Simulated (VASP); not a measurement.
# ZnSe (I-4m2) in VASP: notebook

ZnSe is run at these levels: PBE, r2SCAN; tasks: single point.

Everything below comes from runs of VASP 6.6.1. Logs are shortened: lines on timing, memory, paths and dates and some standing lists are left out, and cuts for length are marked.

### 1 The cell of the first run

Symmetry: I-4m2, No. 119, tetragonal system. Conventional cell: a = 4.006 Å, b = 4.006 Å, c = 5.339 Å, α = 90.00°, β = 90.00°, γ = 90.00°. Within 3.2 Å of Zn (site symmetry -4m2) lie 4 Se at 2.41 Å. Se (site symmetry -4m2) has 4 Zn at 2.41 Å within 3.2 Å.

### 2 Single point, PBE (uniaxial x strain -5.8%)

The input, INCAR:

```
ALGO     = Normal         # electronic algorithm
EDIFF    = 1E-7           # SCF threshold, eV
ENCUT    = 520            # plane-wave cutoff, eV
GGA      = PE             # functional
ISIF     = 2              # what is computed and relaxed
ISMEAR   = -1             # smearing method
LASPH    = T              # aspherical terms in the spheres
LCHARG   = T              # write CHGCAR
LELF     = T              # ELF
LREAL    = F              # projectors in reciprocal space
LVHAR    = T            
LWAVE    = F              # write WAVECAR
NBANDS   = 16             # bands
NELM     = 80             # most SCF steps
PREC     = Accurate       # precision mode
SIGMA    = 0.02           # smearing width, eV
```

The input, KPOINTS:

```
k-points
0
Gamma
  8 8 8
```

The input, POSCAR:

```
ZnSe
1.0
    0.0000000000      2.8324206805      2.8324206805
    2.6692732493      0.0000000000      2.8324206805
    2.6692732493      2.8324206805      0.0000000000
Zn Se
1 1
Direct
    0.0000000000      0.0000000000      0.0000000000
    0.2500000000      0.2500000000      0.2500000000
```

Potentials or basis: VASP PAW PBE potentials, release 64 (Zn, Se).

On the command line:

```sh
$ cat potpaw_PBE.64/Zn/POTCAR potpaw_PBE.64/Se/POTCAR > POTCAR
$ mpirun -np 1 vasp_std > vasp.out
```

OUTCAR:

```text
EDIFF = 1E-7
   ENCUT = 520
   GGA = PE
   ISIF = 2
   ISMEAR = -1
   LASPH = T
   LREAL = F
   NELM = 80
   PREC = Accurate

 ion  position               nearest neighbor table
   1  0.000  0.000  0.000-   2 2.41   2 2.41   2 2.41   2 2.41
   2  0.250  0.250  0.250-   1 2.41   1 2.41   1 2.41   1 2.41

  LATTYP: Found a body centered tetragonal cell.
 ALAT       =     4.0056477407
 C/A-ratio  =     1.3327548612

  Lattice vectors:

 A1 = (  -2.6692732493,   0.0000000000,  -2.8324206805)
 A2 = (  -2.6692732493,   0.0000000000,   2.8324206805)
 A3 = (   2.6692732493,   2.8324206805,   0.0000000000)

Analysis of symmetry for initial positions (statically):
=====================================================================
 Subroutine PRICEL returns:
 Original cell was already a primitive cell.

 Routine SETGRP: Setting up the symmetry group for a
 body centered tetragonal supercell.

 Subroutine GETGRP returns: Found  8 space group operations
 (whereof  8 operations were pure point group operations)
 out of a pool of 16 trial point group operations.

The static configuration has the point symmetry D_2d.

Analysis of symmetry for dynamics (positions and initial velocities):
=====================================================================
 Subroutine PRICEL returns:
 Original cell was already a primitive cell.

 Routine SETGRP: Setting up the symmetry group for a
 body centered tetragonal supercell.

 Subroutine GETGRP returns: Found  8 space group operations
 (whereof  8 operations were pure point group operations)
 out of a pool of 16 trial point group operations.

The dynamic configuration has the point symmetry D_2d.

 Subroutine INISYM returns: Found  8 space group operations
 (whereof  8 operations are pure point group operations),
 and found     1 'primitive' translations

----------------------------------------------------------------------------------------

                                     Primitive cell

  volume of cell :      42.8291

  direct lattice vectors                    reciprocal lattice vectors
     0.000000000  2.832420680  2.832420680    -0.187316904  0.176527450  0.176527450
     2.669273249  0.000000000  2.832420680     0.187316904 -0.176527450  0.176527450
     2.669273249  2.832420680  0.000000000     0.187316904  0.176527450 -0.176527450

  length of vectors
     4.005647741  3.891995194  3.891995194     0.312108160  0.312108160  0.312108160

  position of ions in fractional coordinates (direct lattice)
     0.000000000  0.000000000  0.000000000
     0.250000000  0.250000000  0.250000000

  ion indices of the primitive-cell ions
   primitive index   ion index
                 1           1
                 2           2

----------------------------------------------------------------------------------------

 KPOINTS: k-points

Automatic generation of k-mesh.
 Grid dimensions read from file:
 generate k-points for:    8    8    8

 Generating k-lattice:

  Cartesian coordinates                     Fractional coordinates (reciprocal lattice)
    -0.023414613  0.022065931  0.022065931     0.125000000  0.000000000  0.000000000
     0.023414613 -0.022065931  0.022065931     0.000000000  0.125000000  0.000000000
     0.023414613  0.022065931 -0.022065931     0.000000000  0.000000000  0.125000000

  Length of vectors
     0.039013520  0.039013520  0.039013520

  Shift w.r.t. Gamma in fractional coordinates (k-lattice)
     0.000000000  0.000000000  0.000000000

 Subroutine IBZKPT returns following result:
 ===========================================

 Found     59 irreducible k-points:

 Following reciprocal coordinates:
            Coordinates               Weight
  0.000000  0.000000  0.000000      1.000000
  0.125000  0.000000  0.000000      8.000000
  0.250000  0.000000  0.000000      8.000000
  0.375000  0.000000  0.000000      8.000000
  0.500000  0.000000  0.000000      4.000000
  0.125000  0.125000  0.000000      4.000000
[... 16 lines left out ...]
  0.250000  0.125000  0.125000      4.000000
  0.375000  0.125000  0.125000      8.000000
 [... further k-points ...]
   k-points           NKPTS =     59   k-points in BZ     NKDIM =     59   number of bands    NBANDS=     16
   number of dos      NEDOS =    301   number of ions     NIONS =      2
   total plane-waves  NPLWV =  27000
   dimension x,y,z NGX =    30 NGY =   30 NGZ =   30
   dimension x,y,z NGXF=    60 NGYF=   60 NGZF=   60
   ions per type =               1   1
   NGX,Y,Z   is equivalent  to a cutoff of  12.45, 12.81, 12.81 a.u.
   NGXF,Y,Z  is equivalent  to a cutoff of  24.90, 25.63, 25.63 a.u.
 SYSTEM =  unknown system
   PREC   = accura    normal or accurate (medium, high low for compatibility)
   ISTART =      0    job   : 0-new  1-cont  2-samecut
   ICHARG =      2    charge: 1-file 2-atom 10-const
   ISPIN  =      1    spin polarized calculation?
   LNONCOLLINEAR =      F non collinear calculations
   LSORBIT =      F    spin-orbit coupling
   LASPH  =      T    aspherical Exc in radial PAW
   ENCUT  =  520.0 eV  38.22 Ry    6.18 a.u.   7.45  7.24  7.24*2*pi/ulx,y,z
   NELM   =     80;   NELMIN=  2; NELMDL= -5     # of ELM steps
   EDIFF  = 0.1E-06   stopping-criterion for ELM
   LREAL  =      F    real-space projection
   EDIFFG = 0.1E-05   stopping-criterion for IOM
   NSW    =      0    number of steps for IOM
   IBRION =     -1    ionic relax: 0-MD 1-quasi-New 2-CG
   NFREE  =      0    steps in history (QN), initial steepest desc. (CG)
   ISIF   =      2    stress and relaxation
   ISYM   =      2    0-nonsym 1-usesym 2-fastsym
   POTIM  = 0.5000    time-step for ionic-motion
   TEBEG  =    0.0;   TEEND  =   0.0 temperature during run
   PSTRESS=    0.0 pullay stress
   NELECT =      18.0000    total number of electrons
   NUPDOWN=      -1.0000    fix difference up-down
   EMIN   =  10.00;   EMAX   =-10.00  energy-range for DOS
   EFERMI =   0.00;   METHOD = LEGACY
   ISMEAR =    -1;   SIGMA  =   0.02  broadening in eV -4-tet -1-fermi 0-gaus
   EFERMI_NEDOS =   21; number of points for ismear=-14 and -15
   IALGO  =     38    algorithm
   IMIX   =      4    mixing-type and parameters
     AMIX     =   0.40;   BMIX     =  1.00
     AMIX_MAG =   1.60;   BMIX_MAG =  1.00
  volume/ion in A,a.u.               =      21.41       144.51
  Fermi-wavevector in a.u.,A,eV,Ry     =   1.226270  2.317315 20.459604  1.503738
  Thomas-Fermi vector in A             =   2.361277
   LORBIT       =      0    0 simple, 1 ext, 2 COOP (PROOUT), +10 PAW based schemes
   GGA     = PE    functional components
   LHFCALC =     F    Hartree Fock is set to
   AEXX    =    0.0000 exact exchange contribution
   IVDW    =     0    specifies the selected vdW correction
   LEPSILON=     F    determine dielectric tensor
   LRPA    =     F    only Hartree local field effects (RPA)
 non-spin polarized calculation
  energy-cutoff  :      520.00
  volume of cell :       42.83
 maximum number of plane-waves:      1178
 NGX is ok and might be reduce to    30
   NGX = 15   NGY = 15   NGZ = 15

 number of electron      17.9999991 magnetization

 Free energy of the ion-electron system (eV)
  ---------------------------------------------------
  ext. energy  EPLUGINS =         0.00000000
  ---------------------------------------------------
  free energy    TOTEN  =        -5.93504601 eV

  energy without entropy =       -5.93504601  energy(sigma->0) =       -5.93504601

 E-fermi :   2.6390     XC(G=0):  -9.6060

 val. band max:        2.2834601844   @ k =   0.0000   0.0000   0.0000
 cond. band min:       3.6809692443   @ k =   0.0000   0.0000   0.0000
 fundamental gap:      1.3975090598
 Fermi energy:         2.6389698910

 k-point     1 :       0.0000    0.0000    0.0000
  band No.  band energies     occupation
      1     -11.5089      2.00000
      2      -4.6372      2.00000
      3      -4.6372      2.00000
      4      -4.6109      2.00000
      5      -4.2131      2.00000
      6      -4.1986      2.00000
[... 8 lines left out ...]
     15      13.1977      0.00000
     16      14.1417      0.00000

 k-point     2 :       0.1250    0.0000    0.0000
  band No.  band energies     occupation
      1     -11.3957      2.00000
      2      -4.6313      2.00000
      3      -4.6205      2.00000
      4      -4.5954      2.00000
      5      -4.2132      2.00000
      6      -4.2017      2.00000
[... 8 lines left out ...]
     15      12.9638      0.00000
     16      13.3817      0.00000

 k-point     3 :       0.2500    0.0000    0.0000
  band No.  band energies     occupation
      1     -11.0998      2.00000
      2      -4.5881      2.00000
      3      -4.5848      2.00000
      4      -4.5499      2.00000
      5      -4.2064      2.00000
      6      -4.2042      2.00000
[... 8 lines left out ...]
     15      12.5597      0.00000
     16      13.3331      0.00000

 k-point     4 :       0.3750    0.0000    0.0000
  band No.  band energies     occupation
      1     -10.7632      2.00000
      2      -4.5582      2.00000
      3      -4.5249      2.00000
      4      -4.3793      2.00000
      5      -4.1955      2.00000
      6      -4.1871      2.00000
[... 8 lines left out ...]
     15      13.8862      0.00000
     16      14.0049      0.00000
[... 324 lines left out ...]
 k-point    22 :       0.0000    0.1250    0.1250
  band No.  band energies     occupation
      1     -11.3476      2.00000
      2      -4.6294      2.00000
      3      -4.6053      2.00000
      4      -4.6053      2.00000
      5      -4.2104      2.00000
      6      -4.2028      2.00000
[... 8 lines left out ...]
     15      13.4488      0.00000
     16      13.9252      0.00000

 k-point    23 :       0.2500    0.1250    0.1250
  band No.  band energies     occupation
      1     -11.2295      2.00000
      2      -4.6173      2.00000
      3      -4.5996      2.00000
      4      -4.5568      2.00000
      5      -4.2228      2.00000
      6      -4.1978      2.00000
[... 8 lines left out ...]
     15      12.7143      0.00000
     16      14.4350      0.00000

 k-point    24 :       0.3750    0.1250    0.1250
  band No.  band energies     occupation
      1     -10.9176      2.00000
      2      -4.5600      2.00000
      3      -4.5355      2.00000
      4      -4.5074      2.00000
      5      -4.2190      2.00000
      6      -4.1939      2.00000
[... 8 lines left out ...]
     15      13.5664      0.00000
     16      15.1255      0.00000

 [... further k-points ...]
[... 5 lines left out ...]
  --------------------------------------------------------------------------------------
  -------------------------------------------------------------------------------------
  Total        2.1276205      1.7003431      1.7003431     -0.0000000      0.0000000     -0.0000000
  in kB       79.5914127     63.6075407     63.6075407     -0.0000000      0.0000000     -0.0000000
  external PRESSURE =      68.9354980 kB  Pullay stress =       0.0000000 kB

 VOLUME and BASIS-vectors are now :
 -----------------------------------------------------------------------------
  energy-cutoff  :      520.00
  volume of cell :       42.83
      direct lattice vectors                 reciprocal lattice vectors
     0.000000000  2.832420680  2.832420680    -0.187316904  0.176527450  0.176527450
     2.669273249  0.000000000  2.832420680     0.187316904 -0.176527450  0.176527450
     2.669273249  2.832420680  0.000000000     0.187316904  0.176527450 -0.176527450

 POSITION                                       TOTAL-FORCE (eV/Angst)
 -----------------------------------------------------------------------------------
      0.00000      0.00000      0.00000         0.000000     -0.000000     -0.000000
      1.33464      1.41621      1.41621        -0.000000      0.000000      0.000000
 -----------------------------------------------------------------------------------
    total drift:                                0.000002     -0.000000      0.000000

  FREE ENERGIE OF THE ION-ELECTRON SYSTEM (eV)
  ---------------------------------------------------
  free  energy   TOTEN  =        -5.9350460059 eV

  energy  without entropy=       -5.9350460058  energy(sigma->0) =       -5.93504601
```

Wall time 54 s (1 thread of AMD EPYC 7R43 (Zen 3), shared host); peak memory 0.16 GiB.

Results:

```
Free energy            : -5.9350 eV
Pressure               : 6.9 GPa
Band gap on the k mesh : 1.40 eV, direct
```

Caveat: the cell differs from its parent crystal (uniaxial x strain -5.8%).

### 3 Single point, r2SCAN (uniaxial x strain -5.8%)

POSCAR is that of step 2.

The input, INCAR.step1:

```
PREC = Accurate
ENCUT = 520
ISMEAR = 0
SIGMA = 0.01
LREAL = F
LASPH = T
NELM = 60
NBANDS = 16
GGA = PE
ALGO = Normal
EDIFF = 1E-4
LWAVE = T
LCHARG = F
```

The input, INCAR.step2:

```
PREC = Accurate
ENCUT = 520
EDIFF = 1E-7
ISMEAR = 0
SIGMA = 0.01
LREAL = F
LASPH = T
NELM = 60
ALGO = Normal
ISIF = 2
LWAVE = F
LCHARG = T
METAGGA = R2SCAN
LMIXTAU = T
LELF = T
LVHAR = T
NBANDS = 16
ISTART = 1
```

The input, KPOINTS:

```
Automatic mesh
0
Gamma
  8 8 8
```

Potentials or basis: VASP PAW PBE potentials, release 64 (Zn, Se).

On the command line:

```sh
$ cat potpaw_PBE.64/Zn/POTCAR potpaw_PBE.64/Se/POTCAR > POTCAR
$ cp INCAR.step1 INCAR
$ mpirun -np 1 vasp_std > vasp.out
$ cp INCAR.step2 INCAR
$ mpirun -np 1 vasp_std > vasp.out
```

OUTCAR:

```text
PREC = Accurate
   ENCUT = 520
   EDIFF = 1E-7
   ISMEAR = 0
   LREAL = F
   LASPH = T
   NELM = 60
   ISIF = 2
   METAGGA = R2SCAN
   ISTART = 1

 ion  position               nearest neighbor table
   1  0.000  0.000  0.000-   2 2.41   2 2.41   2 2.41   2 2.41
   2  0.250  0.250  0.250-   1 2.41   1 2.41   1 2.41   1 2.41

  LATTYP: Found a body centered tetragonal cell.
 ALAT       =     4.0056477407
 C/A-ratio  =     1.3327548612

  Lattice vectors:

[... 193 lines left out ...]
      6      -4.6150      2.00000
[... 433 lines left out ...]
      3      -4.9852      2.00000
      4      -4.9504      2.00000
      5      -4.6340      2.00000
      6      -4.6105      2.00000
[... 8 lines left out ...]
     15      13.9465      0.00000
     16      15.5222      0.00000

 [... further k-points ...]
[... 5 lines left out ...]
  --------------------------------------------------------------------------------------
  -------------------------------------------------------------------------------------
  Total        1.5248412      1.0317731      1.0317731      0.0000000      0.0000000      0.0000000
  in kB       57.0422497     38.5972388     38.5972388      0.0000000      0.0000000      0.0000000
  external PRESSURE =      44.7455758 kB  Pullay stress =       0.0000000 kB

 VOLUME and BASIS-vectors are now :
 -----------------------------------------------------------------------------
  energy-cutoff  :      520.00
  volume of cell :       42.83
      direct lattice vectors                 reciprocal lattice vectors
     0.000000000  2.832420680  2.832420680    -0.187316904  0.176527450  0.176527450
     2.669273249  0.000000000  2.832420680     0.187316904 -0.176527450  0.176527450
     2.669273249  2.832420680  0.000000000     0.187316904  0.176527450 -0.176527450

 POSITION                                       TOTAL-FORCE (eV/Angst)
 -----------------------------------------------------------------------------------
      0.00000      0.00000      0.00000        -0.000000     -0.000000      0.000000
      1.33464      1.41621      1.41621         0.000000      0.000000     -0.000000
 -----------------------------------------------------------------------------------
    total drift:                                0.000045      0.000013      0.000014

  FREE ENERGIE OF THE ION-ELECTRON SYSTEM (eV)
  ---------------------------------------------------
  free  energy   TOTEN  =       -24.8636107609 eV

  energy  without entropy=      -24.8636107609  energy(sigma->0) =      -24.86361076
```

OSZICAR.step1:

```text
N       E                     dE             d eps       ncg     rms          rms(c)
DAV:   1     0.889184560206E+02    0.88918E+02   -0.87760E+03  1888   0.131E+03
DAV:   2    -0.771279968812E+00   -0.89690E+02   -0.84538E+02  2128   0.258E+02
DAV:   3    -0.618382976974E+01   -0.54125E+01   -0.53922E+01  2280   0.615E+01
DAV:   4    -0.622616759442E+01   -0.42338E-01   -0.42333E-01  2304   0.583E+00
DAV:   5    -0.622635632545E+01   -0.18873E-03   -0.18873E-03  2400   0.357E-01    0.532E+00
DAV:   6    -0.595615552446E+01    0.27020E+00   -0.53788E-01  2760   0.249E+01    0.401E+00
DAV:   7    -0.593517141950E+01    0.20984E-01   -0.16421E-01  2160   0.372E+00    0.169E+00
DAV:   8    -0.593479098831E+01    0.38043E-03   -0.48064E-03  2696   0.816E-01    0.476E-01
DAV:   9    -0.593495102509E+01   -0.16004E-03   -0.11966E-03  2232   0.266E-01    0.635E-02
DAV:  10    -0.593506216104E+01   -0.11114E-03   -0.25232E-04  2384   0.131E-01    0.267E-02
DAV:  11    -0.593504420563E+01    0.17955E-04   -0.43006E-05  1232   0.717E-02
   1 F= -.59350442E+01 E0= -.59350442E+01  d E =-.617087E-88
```

Wall time 4.9 min (1 thread of AMD EPYC 7R43 (Zen 3), shared host); peak memory 0.16 GiB.

What came out:

```yaml
Free_energy: -24.8636 eV
Pressure: 4.5 GPa
Band_gap_on_the_k_mesh: 1.99 eV, direct
```

Caveat: the cell differs from its parent crystal (uniaxial x strain -5.8%); the PAW data sets were made with another functional, which shifts forces and pressure a little.
